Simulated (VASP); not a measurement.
BeS (m.b):

```
Be S
1.0
     0.00000    2.42000    2.42000
     2.42000    0.00000    2.42000
     2.42000    2.42000    0.00000
Be S
1 1
Direct
  0.00000 0.00000 0.00000
  0.25000 0.25000 0.25000
```

* Program: VASP 6.6.1
* Task: relaxation of cell and atoms
* Functional: PBE
* Potentials or basis: VASP PAW PBE potentials, release 64 (Be, S)
* Cutoff: 600 eV
* k mesh: 8 × 8 × 8
* Occupations: gaussian, width 0.02 eV
* Spin: no spin polarisation

At the start: pressure 2.2 GPa; volume 14.17 Å³/atom.

Question: Where does the relaxation end?

Answer: Over 3 steps the energy falls by 2.2 meV/atom and the volume is 14.50 Å³/atom (+2.3 %); space group F-43m (No. 216, to 0.05 Å).

The path:
```tsv
step	energy change (eV)	largest force (eV/Å)	pressure (GPa)	volume (Å³)
1	0.0000	0.0000	2.20	28.34
2	-0.0041	0.0000	-0.49	29.15
3	-0.0044	0.0000	0.01	28.99
```

Final structure:
```xyz
2
Lattice="0.0000 2.4384 2.4384 2.4384 0.0000 2.4384 2.4384 2.4384 0.0000" Properties=species:S:1:pos:R:3 pbc="T T T"
Be    0.0000    0.0000    0.0000
S     1.2192    1.2192    1.2192
```
